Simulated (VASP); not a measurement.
Runs of VASP 6.6.1 on Ge. The structure is that of space group Imma (No. 74), or close to it. The cells are those of the table. 

| cell | gap on the mesh (eV) | pressure (GPa) | largest force (eV/Å) |
| --- | --- | --- | --- |
| a = 3.807 Å, angles 100.8, 94.7, 136.9°, 2 atoms | none | 5.7 | 0.07 |
| a = 3.843 Å, angles 100.8, 94.7, 136.9°, 2 atoms | none | 3.0 | 0.08 |
| a = 3.914 Å, angles 100.8, 94.7, 136.9°, 2 atoms | none | -1.5 | 0.10 |
| a = 4.016 Å, angles 100.8, 94.7, 136.9°, 2 atoms | none | -6.0 | 0.12 |
| a = 3.949 Å, angles 100.8, 94.7, 136.9°, 2 atoms | none | (a) | 0.11 |
| a = 3.879 Å, angles 100.8, 94.7, 136.9°, 2 atoms | none | (b) | 0.09 |
| a = 3.983 Å, angles 100.8, 94.7, 136.9°, 2 atoms | none | -4.8 | 0.11 |

Alike in all rows: task single point; level r2SCAN; potentials or basis VASP PAW PBE potentials, release 64 (Ge_d); no spin polarisation; k mesh 11 × 11 × 11; cutoff (eV) 520; smearing methfessel-paxton 0.1 eV.

Q: Fill in the values left out.

A: (a) -3.3; (b) 0.6.

Caveats: the PAW data sets were made with another functional, which shifts forces and pressure a little; the cell stands under tension (at least some runs); the cell stands under pressure (at least some runs).

A k mesh can miss the band edges, and the runs leave out spin-orbit coupling on Ge.

A gap of «none» marks levels without a gap at the run's occupations.
